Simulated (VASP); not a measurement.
# Be3I (I4/mmm) in VASP: notebook

Be3I is run at these levels: PBE; tasks: single point, relaxation of cell and atoms.

All numbers are computed with VASP 6.6.1; they aren't measurements. Logs are shortened: lines on timing, memory, paths and dates and some standing lists are left out, and cuts for length are marked.

## (1) The cell of the first run

Symmetry: I4/mmm, No. 139, tetragonal system. The conventional cell has a = 3.886 Å, b = 3.886 Å, c = 8.680 Å, α = 90.00°, β = 90.00°, γ = 90.00°. Be (site symmetry 4/mmm) has 4 I at 2.75 Å and 8 Be at 2.91 Å within 3.6 Å. Be (site symmetry -4m2) has 8 Be at 2.75 to 2.91 Å and 4 I at 2.91 Å within 3.6 Å. I (site symmetry 4/mmm) has 12 Be at 2.75 to 2.91 Å within 3.6 Å.

## (2) Single point, PBE

File INCAR:

```
ALGO     = Normal         # electronic algorithm
EDIFF    = 1E-7           # SCF threshold, eV
ENCUT    = 520            # plane-wave cutoff, eV
GGA      = PE             # functional
ISIF     = 2              # what is computed and relaxed
ISMEAR   = 0              # smearing method
LASPH    = True           # aspherical terms in the spheres
LCHARG   = False          # write CHGCAR
LREAL    = False          # projectors in reciprocal space
LWAVE    = False          # write WAVECAR
NBANDS   = 14             # bands
NELM     = 60             # most SCF steps
PREC     = Accurate       # precision mode
SIGMA    = 0.1            # smearing width, eV
```

File KPOINTS:

```
k-points
0
Gamma
  6 6 6
```

File POSCAR:

```
Be3I
1.0
   -1.9428491083      1.9428491083      4.3398707353
    1.9428491083     -1.9428491083      4.3398707353
    1.9428491083      1.9428491083     -4.3398707353
Be I
3 1
Direct
    0.5000000000      0.5000000000      0.0000000000
    0.2500000000      0.7500000000      0.5000000000
    0.7500000000      0.2500000000      0.5000000000
    0.0000000000      0.0000000000      0.0000000000
```

Potentials or basis: VASP PAW PBE potentials, release 64 (Be, I).

Command:

```
> cat potpaw_PBE.64/Be/POTCAR potpaw_PBE.64/I/POTCAR > POTCAR
> mpirun -np 1 vasp_std > vasp.out
```

OUTCAR:

```text
EDIFF = 1E-7
   ENCUT = 520
   GGA = PE
   ISIF = 2
   ISMEAR = 0
   LASPH = True
   LREAL = False
   NELM = 60
   PREC = Accurate

 ion  position               nearest neighbor table
   1  0.500  0.500  0.000-   4 2.75   4 2.75   4 2.75   4 2.75
   2  0.250  0.750  0.500-   4 2.91   4 2.91   4 2.91   4 2.91
   3  0.750  0.250  0.500-   4 2.91   4 2.91   4 2.91   4 2.91
   4  0.000  0.000  0.000-   1 2.75   1 2.75   1 2.75   1 2.75   3 2.91   2 2.91   3 2.91   2 2.91
                             3 2.91   3 2.91   2 2.91   2 2.91

  LATTYP: Found a body centered tetragonal cell.
 ALAT       =     3.8856982166
 C/A-ratio  =     2.2337662337

  Lattice vectors:

 A1 = (  -1.9428491083,   1.9428491083,   4.3398707353)
 A2 = (   1.9428491083,  -1.9428491083,   4.3398707353)
 A3 = (   1.9428491083,   1.9428491083,  -4.3398707353)

Analysis of symmetry for initial positions (statically):
=====================================================================
 Subroutine PRICEL returns:
 Original cell was already a primitive cell.

 Routine SETGRP: Setting up the symmetry group for a
 body centered tetragonal supercell.

 Subroutine GETGRP returns: Found 16 space group operations
 (whereof 16 operations were pure point group operations)
 out of a pool of 16 trial point group operations.

The static configuration has the point symmetry D_4h.

Analysis of symmetry for dynamics (positions and initial velocities):
=====================================================================
 Subroutine PRICEL returns:
 Original cell was already a primitive cell.

 Routine SETGRP: Setting up the symmetry group for a
 body centered tetragonal supercell.

 Subroutine GETGRP returns: Found 16 space group operations
 (whereof 16 operations were pure point group operations)
 out of a pool of 16 trial point group operations.

The dynamic configuration has the point symmetry D_4h.

 Subroutine INISYM returns: Found 16 space group operations
 (whereof 16 operations are pure point group operations),
 and found     1 'primitive' translations

----------------------------------------------------------------------------------------

                                     Primitive cell

  volume of cell :      65.5262

  direct lattice vectors                    reciprocal lattice vectors
    -1.942849108  1.942849108  4.339870735     0.000000000  0.257354005  0.115210805
[... 98 lines left out ...]
   POTIM  = 0.5000    time-step for ionic-motion
   TEBEG  =    0.0;   TEEND  =   0.0 temperature during run
   PSTRESS=    0.0 pullay stress
   NELECT =      13.0000    total number of electrons
   NUPDOWN=      -1.0000    fix difference up-down
   EMIN   =  10.00;   EMAX   =-10.00  energy-range for DOS
   EFERMI =   0.00;   METHOD = LEGACY
   ISMEAR =     0;   SIGMA  =   0.10  broadening in eV -4-tet -1-fermi 0-gaus
   EFERMI_NEDOS =   21; number of points for ismear=-14 and -15
   IALGO  =     38    algorithm
   IMIX   =      4    mixing-type and parameters
     AMIX     =   0.40;   BMIX     =  1.00
     AMIX_MAG =   1.60;   BMIX_MAG =  1.00
  volume/ion in A,a.u.               =      16.38       110.55
  Fermi-wavevector in a.u.,A,eV,Ry     =   0.954811  1.804332 12.403955  0.911665
  Thomas-Fermi vector in A             =   2.083592
   LORBIT       =      0    0 simple, 1 ext, 2 COOP (PROOUT), +10 PAW based schemes
   GGA     = PE    functional components
   LHFCALC =     F    Hartree Fock is set to
   AEXX    =    0.0000 exact exchange contribution
   IVDW    =     0    specifies the selected vdW correction
   LEPSILON=     F    determine dielectric tensor
   LRPA    =     F    only Hartree local field effects (RPA)
 non-spin polarized calculation
 Gauss-broadening in eV      SIGMA  =   0.10
  energy-cutoff  :      520.00
  volume of cell :       65.53
 maximum number of plane-waves:      1784
 NGX is ok and might be reduce to    40
   NGX = 19   NGY = 19   NGZ = 19

 number of electron      13.0000000 magnetization

 Free energy of the ion-electron system (eV)
  ---------------------------------------------------
  ext. energy  EPLUGINS =         0.00000000
  ---------------------------------------------------
  free energy    TOTEN  =        -7.61011374 eV

  energy without entropy =       -7.60185829  energy(sigma->0) =       -7.60598602

 E-fermi :   6.5859     XC(G=0):  -9.6528

 val. band max:        6.5847758932   @ k =  -0.3333  -0.3333   0.3333
 cond. band min:       6.6063150752   @ k =   0.3333   0.1667  -0.0000
 fundamental gap:      0.0215391820
 Fermi energy:         6.5859267911

 k-point     1 :       0.0000    0.0000    0.0000
  band No.  band energies     occupation
      1      -9.2246      2.00000
      2       0.5147      2.00000
      3       1.9795      2.00000
      4       2.0464      2.00000
      5       2.0464      2.00000
      6       6.5122      1.70306
      7       6.6246      0.58439
      8       6.6246      0.58439
      9       7.3037      0.00000
     10       7.3531      0.00000
     11       9.4863      0.00000
     12      11.0328      0.00000
     13      11.0328      0.00000
     14      14.7529      0.00000
[... 377 lines left out ...]
      1      -9.0156      2.00000
      2      -0.9355      2.00000
      3       0.5688      2.00000
      4       1.9531      2.00000
      5       4.3483      2.00000
      6       5.5766      2.00000
      7       7.2721      0.00000
      8       7.7938      0.00000
      9       8.3159      0.00000
     10       9.5311      0.00000
     11      10.0576      0.00000
     12      10.2970      0.00000
     13      11.0645      0.00000
     14      13.6366      0.00000

 [... further k-points ...]
[... 5 lines left out ...]
  --------------------------------------------------------------------------------------
  -------------------------------------------------------------------------------------
  Total       -1.8952299     -1.8952299     -1.3482682      0.0000000      0.0000000     -0.0000000
  in kB      -46.3401619    -46.3401619    -32.9664330      0.0000000      0.0000000     -0.0000000
  external PRESSURE =     -41.8822523 kB  Pullay stress =       0.0000000 kB

 VOLUME and BASIS-vectors are now :
 -----------------------------------------------------------------------------
  energy-cutoff  :      520.00
  volume of cell :       65.53
      direct lattice vectors                 reciprocal lattice vectors
    -1.942849108  1.942849108  4.339870735     0.000000000  0.257354005  0.115210805
     1.942849108 -1.942849108  4.339870735     0.257354005  0.000000000  0.115210805
     1.942849108  1.942849108 -4.339870735     0.257354005  0.257354005  0.000000000

 POSITION                                       TOTAL-FORCE (eV/Angst)
 -----------------------------------------------------------------------------------
      0.00000      0.00000      4.33987        -0.000000     -0.000000     -0.000000
      1.94285      0.00000      2.16994        -0.000000      0.000000     -0.000000
      0.00000      1.94285      2.16994         0.000000     -0.000000      0.000000
      0.00000      0.00000      0.00000        -0.000000     -0.000000     -0.000000
 -----------------------------------------------------------------------------------
    total drift:                               -0.000000     -0.000000      0.000000

  FREE ENERGIE OF THE ION-ELECTRON SYSTEM (eV)
  ---------------------------------------------------
  free  energy   TOTEN  =        -7.6101137417 eV

  energy  without entropy=       -7.6018582917  energy(sigma->0) =       -7.60598602
```

OSZICAR:

```text
N       E                     dE             d eps       ncg     rms          rms(c)
DAV:   1     0.238267394309E+02    0.23827E+02   -0.44093E+03   840   0.700E+02
DAV:   2    -0.612118523667E+01   -0.29948E+02   -0.27467E+02  1102   0.113E+02
DAV:   3    -0.790219379509E+01   -0.17810E+01   -0.17570E+01  1168   0.264E+01
DAV:   4    -0.792543757313E+01   -0.23244E-01   -0.23221E-01  1004   0.350E+00
DAV:   5    -0.792579684403E+01   -0.35927E-03   -0.35925E-03  1174   0.483E-01    0.140E+01
DAV:   6    -0.763257848643E+01    0.29322E+00   -0.51524E-01   992   0.316E+00    0.878E+00
DAV:   7    -0.761755799172E+01    0.15020E-01   -0.27310E-01  1062   0.226E+00    0.394E+00
DAV:   8    -0.761058411870E+01    0.69739E-02   -0.35642E-02   996   0.107E+00    0.106E+00
DAV:   9    -0.761014071972E+01    0.44340E-03   -0.23882E-03  1038   0.279E-01    0.597E-01
DAV:  10    -0.761011475185E+01    0.25968E-04   -0.15961E-04  1076   0.685E-02    0.171E-01
DAV:  11    -0.761011393135E+01    0.82050E-06   -0.19686E-05  1044   0.233E-02    0.357E-02
DAV:  12    -0.761011364843E+01    0.28293E-06   -0.12688E-06  1062   0.642E-03    0.160E-02
DAV:  13    -0.761011374170E+01   -0.93275E-07   -0.27319E-07   940   0.271E-03
   1 F= -.76101137E+01 E0= -.76059860E+01  d E =-.825545E-02
```

stdout:

```text
POSCAR found type information on POSCAR BeI
 POSCAR found :  2 types and       4 ions
 scaLAPACK will be used
 LDA part: xc-table for (Slater+PW92), standard interpolation
 POSCAR, INCAR and KPOINTS ok, starting setup
 FFT: planning ... GRIDC
 FFT: planning ... GRID_SOFT
 FFT: planning ... GRID
 WAVECAR not read
 entering main loop
```

Wall time 76 s (1 thread of Intel Xeon 8259CL, shared host); peak memory 0.24 GiB.

What came out:

| Quantity | Value |
| --- | --- |
| Free energy | -7.6101 eV |
| Pressure | -4.2 GPa |
| Band gap on the k mesh | zero (an odd number of electrons rules out a gap without spin polarisation) |

Caveat: the cell stands under tension; spin-orbit coupling is left out, which moves the levels of the heavy elements.

## (3) Single point, PBE

This run uses another cell than the first one, of 16.98 Å³/atom.

File INCAR:

```
SYSTEM = Be3I
ALGO = Normal
EDIFF = 1E-7
ENCUT = 520
GGA = PE
ISIF = 2
ISMEAR = 0
LASPH = .TRUE.
LCHARG = .TRUE.
LELF = .TRUE.
LREAL = .FALSE.
LVHAR = .TRUE.
LWAVE = .FALSE.
NBANDS = 14
NELM = 80
PREC = Accurate
SIGMA = 0.1
```

File KPOINTS:

```
k-points
0
G
  6 6 6
  0 0 0
```

File POSCAR:

```
Be3I
1.0
   -1.7336933852      1.7336933852      5.6499242346
    1.7336933852     -1.7336933852      5.6499242346
    1.7336933852      1.7336933852     -5.6499242346
Be I
3 1
Direct
    0.5000000000      0.5000000000      0.0000000000
    0.2500000000      0.7500000000      0.5000000000
    0.7500000000      0.2500000000      0.5000000000
    0.0000000000      0.0000000000      0.0000000000
```

Potentials or basis: VASP PAW PBE potentials, release 64 (Be, I).

Command:

```
> cat potpaw_PBE.64/Be/POTCAR potpaw_PBE.64/I/POTCAR > POTCAR
> mpirun -np 1 vasp_std > vasp.out
```

Run time: 2.2 min. Hardware: 1 thread of Intel Xeon 8259CL, shared host; peak memory 0.31 GiB.

Results (log left out):

```
Free energy            : -7.9966 eV
Pressure               : 0.2 GPa
Band gap on the k mesh : zero (an odd number of electrons rules out a gap without spin polarisation)
```

Stress tensor (GPa, compression positive):
```
 0.31  0.00  0.00
 0.00  0.31  0.00
 0.00  0.00 -0.09
```

Levels at points of the mesh, in eV from the Fermi level:
```tsv
k point	band 3	band 4	band 5	band 6	band 7	band 8	band 9	band 10
(0.00, 0.00, 0.00)	-6.06	-4.45	-4.45	0.43	1.38	1.38	2.06	2.21
(0.50, 0.00, 0.00)	-5.91	-4.25	-2.74	-2.21	-0.53	1.36	1.90	3.41
(0.50, 0.50, 0.00)	-8.15	-4.63	-3.41	-1.53	-1.32	-1.12	0.09	0.95
(0.50, 0.50, 0.50)	-4.50	-4.50	-2.70	-1.34	0.85	1.82	1.82	2.24
```

Caveat: spin-orbit coupling is left out, which moves the levels of the heavy elements.

## (4) Relaxation of cell and atoms, PBE

File INCAR:

```
ALGO     = Normal         # electronic algorithm
EDIFF    = 1E-7           # SCF threshold, eV
EDIFFG   = -0.04          # ionic threshold
ENCUT    = 600            # plane-wave cutoff, eV
GGA      = PE             # functional
IBRION   = 2              # ionic algorithm
ISIF     = 3              # what is computed and relaxed
ISMEAR   = 0              # smearing method
LASPH    = T              # aspherical terms in the spheres
LCHARG   = F              # write CHGCAR
LREAL    = F              # projectors in reciprocal space
LWAVE    = F              # write WAVECAR
NELM     = 60             # most SCF steps
NSW      = 90             # ionic steps
PREC     = Accurate       # precision mode
SIGMA    = 0.1            # smearing width, eV
```

File KPOINTS:

```
k-points
0
Gamma
  6 6 6
```

File POSCAR:

```
Be3I
1.0
   -1.9428491083      1.9428491083      4.3398707353
    1.9428491083     -1.9428491083      4.3398707353
    1.9428491083      1.9428491083     -4.3398707353
Be I
3 1
Direct
    0.5000000000      0.5000000000      0.0000000000
    0.2500000000      0.7500000000      0.5000000000
    0.7500000000      0.2500000000      0.5000000000
    0.0000000000      0.0000000000      0.0000000000
```

Command:

```
> cat potpaw_PBE.64/Be/POTCAR potpaw_PBE.64/I/POTCAR > POTCAR
> mpirun -np 1 vasp_std > vasp.out
```

It took 24 min on 1 thread of Intel Xeon 8259CL, shared host; peak memory 0.29 GiB.

The run converged. Its results:

```
Free energy                           : -7.9966 eV
Relaxed volume                        : 17.00 Å³/atom
Relaxed cell                          : a = 6.137 Å, b = 6.137 Å, c = 6.137 Å, α = 147.08°, β = 147.08°, γ = 47.25°
Space group after relaxing (to 0.1 Å) : I4/mmm (No. 139)
Energy gained by relaxing             : 96.6 meV/atom
Ionic steps                           : 33
Pressure after relaxing               : -0.1 GPa
Band gap on the k mesh                : zero (an odd number of electrons rules out a gap without spin polarisation)
```

Stress tensor (GPa, compression positive):
```
-0.14  0.00  0.00
 0.00 -0.14  0.00
 0.00  0.00 -0.01
```

The path:
```csv
step,energy change (eV),largest force (eV/Å),pressure (GPa),volume (Å³)
1,0.0000,0.0000,-4.19,65.53
2,-0.0743,0.0000,-1.50,61.54
3,-0.0843,0.0000,0.00,59.70
4,-0.0843,0.0000,0.12,59.58
5,-0.0872,0.0000,0.09,59.57
6,-0.0939,0.0000,0.21,59.54
7,-0.0989,0.0000,0.99,59.40
8,-0.1030,0.0000,0.59,59.95
9,-0.1207,0.0000,-0.41,61.59
10,-0.1912,0.0000,-2.12,64.88
11,-0.2172,0.0000,-4.76,71.53
12,-0.2303,0.0000,-4.13,69.41
13,-0.2311,0.0000,-3.92,68.83
14,-0.2315,0.0000,-3.95,68.89
15,-0.2325,0.0000,-4.01,69.08
16,-0.2339,0.0000,-4.12,69.45
17,-0.2348,0.0000,-4.32,70.19
18,-0.2368,0.0000,-4.28,70.15
19,-0.2427,0.0000,-4.20,70.04
20,-0.2540,0.0000,-4.02,69.81
21,-0.2752,0.0000,-3.65,69.34
22,-0.3112,0.0000,-2.86,68.42
23,-0.3556,0.0000,-1.06,66.56
24,-0.3341,0.0000,3.89,62.86
25,-0.3673,0.0000,0.40,65.32
26,-0.3677,0.0000,0.82,65.00
27,-0.3677,0.0000,0.68,65.11
28,-0.3692,0.0000,0.67,65.23
29,-0.3734,0.0000,0.63,65.59
30,-0.3804,0.0000,0.51,66.31
31,-0.3861,0.0000,0.28,67.71
32,-0.3861,0.0000,0.30,67.58
33,-0.3865,0.0000,-0.09,68.02
```

Final structure:
```
Be I
1.0
    -1.73909    1.73909    5.62242
     1.73909   -1.73909    5.62242
     1.73909    1.73909   -5.62242
Be I
3 1
Direct
  0.50000 0.50000 0.00000
  0.25000 0.75000 0.50000
  0.75000 0.25000 0.50000
  0.00000 0.00000 0.00000
```

Levels at points of the mesh, in eV from the Fermi level:
```tsv
k point	band 3	band 4	band 5	band 6	band 7	band 8	band 9	band 10
(0.00, 0.00, 0.00)	-6.03	-4.45	-4.45	0.37	1.35	1.35	2.06	2.19
(0.50, 0.00, 0.00)	-5.92	-4.25	-2.77	-2.17	-0.51	1.35	1.86	3.45
(0.50, 0.50, 0.00)	-8.11	-4.65	-3.42	-1.52	-1.28	-1.15	0.08	0.93
(0.50, 0.50, 0.50)	-4.50	-4.50	-2.61	-1.33	0.84	1.81	1.81	2.22
```

Caveat: a cell axis changed by over 15 % at a fixed basis, so the end point is rough; spin-orbit coupling is left out, which moves the levels of the heavy elements.

## (5) The runs side by side

```csv
task,cell,cutoff (eV),gap on the mesh (eV),pressure (GPa)
single point,"a = 5.137 Å, angles 135.6, 135.6, 64.7°, 4 atoms",520,none,-4.2
single point,"a = 6.159 Å, angles 147.3, 147.3, 46.9°, 4 atoms",520,none,0.2
relaxation of cell and atoms,"relaxed from a = 5.137 Å, angles 135.6, 135.6, 64.7°, 4 atoms",600,none,-0.1
```

Alike in all rows: level PBE; potentials or basis VASP PAW PBE potentials, release 64 (Be, I); no spin polarisation; k mesh 6 × 6 × 6; smearing gaussian 0.1 eV.

Caveats: spin-orbit coupling is left out, which moves the levels of the heavy elements; the cell stands under tension (at least some runs); a cell axis changed by over 15 % at a fixed basis, so the end point is rough (at least some runs).

Total energies depend on the potentials used, so only differences within one code and one set of settings carry meaning.

The gap in the log of VASP goes by the Fermi energy; the results here count the filled bands.